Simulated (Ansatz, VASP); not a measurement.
## MgB2: VASP beside Ansatz

```
CELL_PARAMETERS angstrom
1.52337 0.87952 4.15065
-1.52337 0.87952 4.15065
0.00000 -1.75904 4.15065
ATOMIC_POSITIONS crystal
Mg 0.00000 0.00000 0.00000
B 0.82165 0.82165 0.82165
B 0.17835 0.17835 0.17835
```

Alike in both runs: functional PBE; k mesh 18 × 18 × 18; occupations gaussian, width 0.1 eV; no spin polarisation.

Ansatz relaxed the structure, and its values are those at the end. VASP's run is a single point on that final structure, the one shown.

```csv
,VASP,Ansatz
version,VASP 6.6.1,Ansatz 0.2.0
potentials or method,"VASP PAW PBE potentials, release 64 (Mg, B), cutoff 520 eV","scalar-relativistic, plane waves, PAW"
valence electrons in the cell,8,16
```

```csv
,VASP,Ansatz,Ansatz less VASP
gap on the k mesh at the Fermi level (eV),none,none,-
pressure (GPa),-0.1,0.0,+0.09
rms of the force components (eV/Å),0.008,0.001,-0.0071
```

A gap of «none» marks a metal or a gap that the smearing closes. With one functional, cell and mesh, what is left measures potentials, basis and numerics. VASP's potentials hold 8 valence electrons a cell and Ansatz's 16, so a difference there can come from the potentials and not from the codes.
